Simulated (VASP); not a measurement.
# GaN (wurtzite type) (P6_3mc) in VASP: relaxation of cell and atoms with PBE

Aim: the relaxation of cell and atoms of GaN (wurtzite type) with PBE.

Everything below comes from runs of VASP 6.6.1. Logs are shortened: lines on timing, memory, paths and dates and some standing lists are left out, and cuts for length are marked.

## Step 1: The cell of the first run

It takes space group P6_3mc (No. 186, hexagonal). The conventional cell has a = 3.004 Å, b = 3.004 Å, c = 4.897 Å, α = 90.00°, β = 90.00°, γ = 120.00°. Ga (site symmetry 3m) has 4 N at 1.84 Å within 2.4 Å. N (site symmetry 3m) has 4 Ga at 1.84 Å within 2.4 Å.

## Step 2: Relaxation of cell and atoms, PBE, target pressure 45 GPa, at which the enthalpy is minimised

Input file INCAR:

```
PREC     = Accurate       # precision mode
ENCUT    = 600            # plane-wave cutoff, eV
EDIFF    = 1E-7           # SCF threshold, eV
ISMEAR   = -1             # smearing method
SIGMA    = 0.08           # smearing width, eV
LREAL    = False          # projectors in reciprocal space
LASPH    = True           # aspherical terms in the spheres
NELM     = 80             # most SCF steps
ALGO     = Normal         # electronic algorithm
ISIF     = 3              # what is computed and relaxed
LWAVE    = False          # write WAVECAR
LCHARG   = False          # write CHGCAR
GGA      = PE             # functional
IBRION   = 2              # ionic algorithm
NSW      = 60             # ionic steps
EDIFFG   = -0.005         # ionic threshold
PSTRESS  = 450.0
```

Input file KPOINTS:

```
regular mesh
0
Gamma
  12 12 7
```

Input file POSCAR:

```
GaN
1.0
    3.0039896281      0.0000000000      0.0000000000
   -1.5019948140      2.6015313306      0.0000000000
    0.0000000000      0.0000000000      4.8965030938
Ga N
2 2
Direct
    0.3333333333      0.6666666667      0.0000000000
    0.6666666667      0.3333333333      0.5000000000
    0.3333333333      0.6666666667      0.3760000000
    0.6666666667      0.3333333333      0.8760000000
```

Potentials or basis: VASP PAW PBE potentials, release 64 (Ga_d, N).

Started as:

```console
$ cat potpaw_PBE.64/Ga_d/POTCAR potpaw_PBE.64/N/POTCAR > POTCAR
$ mpirun -np 1 vasp_std > vasp.out
```

OUTCAR:

```text
PREC = Accurate
   ENCUT = 600
   EDIFF = 1E-7
   ISMEAR = -1
   LREAL = False
   LASPH = True
   NELM = 80
   ISIF = 3
   GGA = PE
   IBRION = 2
   NSW = 60
   EDIFFG = -0.005
   PSTRESS = 450.0

 ion  position               nearest neighbor table
   1  0.333  0.667  0.000-   4 1.84   4 1.84   4 1.84   3 1.84
   2  0.667  0.333  0.500-   3 1.84   3 1.84   3 1.84   4 1.84
   3  0.333  0.667  0.376-   2 1.84   2 1.84   2 1.84   1 1.84
   4  0.667  0.333  0.876-   1 1.84   1 1.84   1 1.84   2 1.84

  LATTYP: Found a hexagonal cell.
 ALAT       =     3.0039896281
 C/A-ratio  =     1.6300000000

  Lattice vectors:

 A1 = (   3.0039896281,   0.0000000000,   0.0000000000)
 A2 = (  -1.5019948140,   2.6015313306,   0.0000000000)
 A3 = (   0.0000000000,   0.0000000000,   4.8965030938)

Analysis of symmetry for initial positions (statically):
=====================================================================
 Subroutine PRICEL returns:
 Original cell was already a primitive cell.

 Routine SETGRP: Setting up the symmetry group for a
 hexagonal supercell.

 Subroutine GETGRP returns: Found 12 space group operations
 (whereof  6 operations were pure point group operations)
 out of a pool of 24 trial point group operations.

The static configuration has the point symmetry C_3v.
 The point group associated with its full space group is C_6v.

Analysis of symmetry for dynamics (positions and initial velocities):
=====================================================================
 Subroutine PRICEL returns:
 Original cell was already a primitive cell.

 Routine SETGRP: Setting up the symmetry group for a
 hexagonal supercell.

 Subroutine GETGRP returns: Found 12 space group operations
 (whereof  6 operations were pure point group operations)
 out of a pool of 24 trial point group operations.

The dynamic configuration has the point symmetry C_3v.
 The point group associated with its full space group is C_6v.

 Subroutine INISYM returns: Found 12 space group operations
 (whereof  6 operations are pure point group operations),
 and found     1 'primitive' translations

----------------------------------------------------------------------------------------

                                     Primitive cell

  volume of cell :      38.2660

  direct lattice vectors                    reciprocal lattice vectors
     3.003989628  0.000000000  0.000000000     0.332890630  0.192194495  0.000000000
    -1.501994814  2.601531331  0.000000000     0.000000000  0.384388990  0.000000000
     0.000000000  0.000000000  4.896503094     0.000000000  0.000000000  0.204227380

  length of vectors
     3.003989628  3.003989628  4.896503094     0.384388990  0.384388990  0.204227380

  position of ions in fractional coordinates (direct lattice)
     0.333333333  0.666666667  0.000000000
     0.666666667  0.333333333  0.500000000
     0.333333333  0.666666667  0.376000000
     0.666666667  0.333333333  0.876000000

  ion indices of the primitive-cell ions
   primitive index   ion index
                 1           1
                 2           2
                 3           3
                 4           4

----------------------------------------------------------------------------------------

 KPOINTS: regular mesh

Automatic generation of k-mesh.
 Grid dimensions read from file:
 generate k-points for:   12   12    7

 Generating k-lattice:

  Cartesian coordinates                     Fractional coordinates (reciprocal lattice)
     0.027740886  0.016016208  0.000000000     0.083333333 -0.000000000  0.000000000
     0.000000000  0.032032416  0.000000000     0.000000000  0.083333333  0.000000000
     0.000000000  0.000000000  0.029175340     0.000000000  0.000000000  0.142857143

  Length of vectors
     0.032032416  0.032032416  0.029175340

  Shift w.r.t. Gamma in fractional coordinates (k-lattice)
     0.000000000  0.000000000  0.000000000

 Subroutine IBZKPT returns following result:
 ===========================================

 Found     76 irreducible k-points:

 Following reciprocal coordinates:
            Coordinates               Weight
  0.000000  0.000000  0.000000      1.000000
  0.083333  0.000000  0.000000      6.000000
  0.166667  0.000000  0.000000      6.000000
  0.250000 -0.000000  0.000000      6.000000
  0.333333 -0.000000  0.000000      6.000000
  0.416667  0.000000  0.000000      6.000000
[... 16 lines left out ...]
  0.250000 -0.000000  0.142857     12.000000
  0.333333 -0.000000  0.142857     12.000000
 [... further k-points ...]
   k-points           NKPTS =     76   k-points in BZ     NKDIM =     76   number of bands    NBANDS=     22
   number of dos      NEDOS =    301   number of ions     NIONS =      4
   total plane-waves  NPLWV =  23040
   dimension x,y,z NGX =    24 NGY =   24 NGZ =   40
   dimension x,y,z NGXF=    48 NGYF=   48 NGZF=   80
   ions per type =               2   2
   NGX,Y,Z   is equivalent  to a cutoff of  13.28, 13.28, 13.58 a.u.
   NGXF,Y,Z  is equivalent  to a cutoff of  26.56, 26.56, 27.16 a.u.
 SYSTEM =  unknown system
   PREC   = accura    normal or accurate (medium, high low for compatibility)
   ISTART =      0    job   : 0-new  1-cont  2-samecut
   ICHARG =      2    charge: 1-file 2-atom 10-const
   ISPIN  =      1    spin polarized calculation?
   LNONCOLLINEAR =      F non collinear calculations
   LSORBIT =      F    spin-orbit coupling
   LASPH  =      T    aspherical Exc in radial PAW
   ENCUT  =  600.0 eV  44.10 Ry    6.64 a.u.   6.00  6.00  9.78*2*pi/ulx,y,z
   NELM   =     80;   NELMIN=  2; NELMDL= -5     # of ELM steps
   EDIFF  = 0.1E-06   stopping-criterion for ELM
   LREAL  =      F    real-space projection
   EDIFFG = -.5E-02   stopping-criterion for IOM
   NSW    =     60    number of steps for IOM
   IBRION =      2    ionic relax: 0-MD 1-quasi-New 2-CG
   NFREE  =      1    steps in history (QN), initial steepest desc. (CG)
   ISIF   =      3    stress and relaxation
   ISYM   =      2    0-nonsym 1-usesym 2-fastsym
   POTIM  = 0.5000    time-step for ionic-motion
   TEBEG  =    0.0;   TEEND  =   0.0 temperature during run
   PSTRESS=  450.0 pullay stress
   NELECT =      36.0000    total number of electrons
   NUPDOWN=      -1.0000    fix difference up-down
   EMIN   =  10.00;   EMAX   =-10.00  energy-range for DOS
   EFERMI =   0.00;   METHOD = LEGACY
   ISMEAR =    -1;   SIGMA  =   0.08  broadening in eV -4-tet -1-fermi 0-gaus
   EFERMI_NEDOS =   21; number of points for ismear=-14 and -15
   IALGO  =     38    algorithm
   IMIX   =      4    mixing-type and parameters
     AMIX     =   0.40;   BMIX     =  1.00
     AMIX_MAG =   1.60;   BMIX_MAG =  1.00
  volume/ion in A,a.u.               =       9.57        64.56
  Fermi-wavevector in a.u.,A,eV,Ry     =   1.604124  3.031354 35.010681  2.573212
  Thomas-Fermi vector in A             =   2.700678
   LORBIT       =      0    0 simple, 1 ext, 2 COOP (PROOUT), +10 PAW based schemes
   GGA     = PE    functional components
   LHFCALC =     F    Hartree Fock is set to
   AEXX    =    0.0000 exact exchange contribution
   IVDW    =     0    specifies the selected vdW correction
   LEPSILON=     F    determine dielectric tensor
   LRPA    =     F    only Hartree local field effects (RPA)
 conjugate gradient relaxation of ions
 non-spin polarized calculation
  energy-cutoff  :      600.00
  volume of cell :       38.27
 maximum number of plane-waves:      1295
 NGX is ok and might be reduce to    24
   NGX = 11   NGY = 11   NGZ = 19

--------------------------------------- Ionic step        1  -------------------------------------------

 number of electron      36.0000000 magnetization

 Free energy of the ion-electron system (eV)
  ---------------------------------------------------
  ext. energy  EPLUGINS =         0.00000000
  ---------------------------------------------------
  free energy    TOTEN  =       -23.06159176 eV

  energy without entropy =      -23.06159176  energy(sigma->0) =      -23.06159176

------------------------ aborting loop because EDIFF is reached ----------------------------------------

  FORCE on cell =-STRESS in cart. coord.  units (eV):
  Direction    XX          YY          ZZ          XY          YZ          ZX
  --------------------------------------------------------------------------------------
  -------------------------------------------------------------------------------------
  Total       13.1329884     13.1329883     13.2520138      0.0000000      0.0000000      0.0000000
  in kB      549.8707506    549.8707506    554.8542799      0.0000000      0.0000000      0.0000000
  external PRESSURE =     101.5319270 kB  Pullay stress =     450.0000000 kB

 VOLUME and BASIS-vectors are now :
 -----------------------------------------------------------------------------
  energy-cutoff  :      600.00
  volume of cell :       38.27
      direct lattice vectors                 reciprocal lattice vectors
     3.003989628  0.000000000  0.000000000     0.332890630  0.192194495  0.000000000
    -1.501994814  2.601531331  0.000000000     0.000000000  0.384388990  0.000000000
     0.000000000  0.000000000  4.896503094     0.000000000  0.000000000  0.204227380
[... 210 lines left out ...]
  FREE ENERGIE OF THE ION-ELECTRON SYSTEM (eV)
  ---------------------------------------------------
  free  energy   TOTEN  =       -23.3973013500 eV

  energy  without entropy=      -23.3973013497  energy(sigma->0) =      -23.39730135

  enthalpy is  TOTEN    =       -12.3474056923 eV   P V=       11.0498956577

--------------------------------------- Ionic step        7  -------------------------------------------

 number of electron      35.9999985 magnetization

 Free energy of the ion-electron system (eV)
  ---------------------------------------------------
  ext. energy  EPLUGINS =         0.00000000
  ---------------------------------------------------
  free energy    TOTEN  =       -23.39806095 eV

  energy without entropy =      -23.39806095  energy(sigma->0) =      -23.39806095

 E-fermi :   8.6507     XC(G=0): -12.4947

 val. band max:        7.0943540300   @ k =   0.0000   0.0000   0.0000
 cond. band min:       9.9972404805   @ k =   0.0000   0.0000   0.0000
 fundamental gap:      2.9028864506
 Fermi energy:         8.6506518070

 k-point     1 :       0.0000    0.0000    0.0000
  band No.  band energies     occupation
      1     -10.2995      2.00000
      2      -8.8908      2.00000
      3      -6.5736      2.00000
      4      -6.5497      2.00000
      5      -6.5497      2.00000
      6      -6.4530      2.00000
[... 14 lines left out ...]
     21      17.1236      0.00000
     22      17.8737      0.00000
[... 552 lines left out ...]
  band No.  band energies     occupation
      1      -9.2115      2.00000
      2      -8.6480      2.00000
      3      -6.4907      2.00000
      4      -6.4285      2.00000
      5      -6.3628      2.00000
      6      -6.2318      2.00000
[... 14 lines left out ...]
     21      14.7486      0.00000
     22      16.4136      0.00000

 [... further k-points ...]

------------------------ aborting loop because EDIFF is reached ----------------------------------------

  FORCE on cell =-STRESS in cart. coord.  units (eV):
  Direction    XX          YY          ZZ          XY          YZ          ZX
  --------------------------------------------------------------------------------------
  -------------------------------------------------------------------------------------
  Total       11.0453172     11.0453172     11.0444375      0.0000000      0.0000000      0.0000000
  in kB      449.7827551    449.7827550    449.7469343      0.0000000      0.0000000      0.0000000
  external PRESSURE =      -0.2291852 kB  Pullay stress =     450.0000000 kB

 VOLUME and BASIS-vectors are now :
 -----------------------------------------------------------------------------
  energy-cutoff  :      600.00
  volume of cell :       39.34
      direct lattice vectors                 reciprocal lattice vectors
     3.030983147  0.000000000 -0.000000000     0.329925952  0.190482837 -0.000000000
    -1.515491573  2.624908404 -0.000000000    -0.000000000  0.380965674 -0.000000000
     0.000000000  0.000000000  4.945250540    -0.000000000  0.000000000  0.202214224

 POSITION                                       TOTAL-FORCE (eV/Angst)
 -----------------------------------------------------------------------------------
     -0.00000      1.74994      0.00028         0.000000      0.000000      0.001729
      1.51549      0.87497      2.47291        -0.000000      0.000000      0.001729
     -0.00000      1.74994      1.85913        -0.000000     -0.000000     -0.001729
      1.51549      0.87497      4.33176         0.000000     -0.000000     -0.001729
 -----------------------------------------------------------------------------------
    total drift:                               -0.000001     -0.000001      0.000048

  FREE ENERGIE OF THE ION-ELECTRON SYSTEM (eV)
  ---------------------------------------------------
  free  energy   TOTEN  =       -23.3980609538 eV

  energy  without entropy=      -23.3980609535  energy(sigma->0) =      -23.39806095

  enthalpy is  TOTEN    =       -12.3474088857 eV   P V=       11.0506520681

 reached required accuracy - stopping structural energy minimisation
```

Run time: 7.3 min. Hardware: 1 thread of Intel Xeon Platinum 8259CL at 2.50GHz (Skylake/Cascade Lake), shared host; peak memory 0.21 GiB.

Results:

- Free energy: -23.3981 eV
- Relaxed volume: 9.84 Å³/atom
- Relaxed cell: a = 3.031 Å, b = 3.031 Å, c = 4.945 Å, α = 90.00°, β = 90.00°, γ = 120.00°
- Space group after relaxing (to 0.1 Å): P6_3mc (No. 186)
- Energy change on relaxing (the run minimises the enthalpy): -84.1 meV/atom
- Ionic steps: 7
- Pressure after relaxing: 45.0 GPa
- Band gap on the k mesh: 2.90 eV

Step by step:
| step | energy change (eV) | largest force (eV/Å) | pressure (GPa) | volume (Å³) |
| --- | --- | --- | --- | --- |
| 1 | 0.0000 | 0.0018 | 55.15 | 38.27 |
| 2 | -0.8617 | 0.0055 | 26.68 | 41.72 |
| 3 | -0.3420 | 0.0023 | 44.82 | 39.36 |
| 4 | -0.3358 | 0.0022 | 45.02 | 39.34 |
| 5 | -0.3357 | 0.0064 | 45.01 | 39.34 |
| 6 | -0.3357 | 0.0069 | 45.02 | 39.34 |
| 7 | -0.3365 | 0.0017 | 44.98 | 39.34 |

Final structure:
```xyz
4
Lattice="3.0310 0.0000 0.0000 -1.5155 2.6249 0.0000 0.0000 0.0000 4.9453" Properties=species:S:1:pos:R:3 pbc="T T T"
Ga    0.0000    1.7499    0.0003
Ga    1.5155    0.8750    2.4729
N     0.0000    1.7499    1.8591
N     1.5155    0.8750    4.3318
```

Caveat: the cell is relaxed towards a set pressure, so the run minimises the enthalpy, not the energy; an odd mesh through Γ misses points on the zone boundary, where band edges can lie.
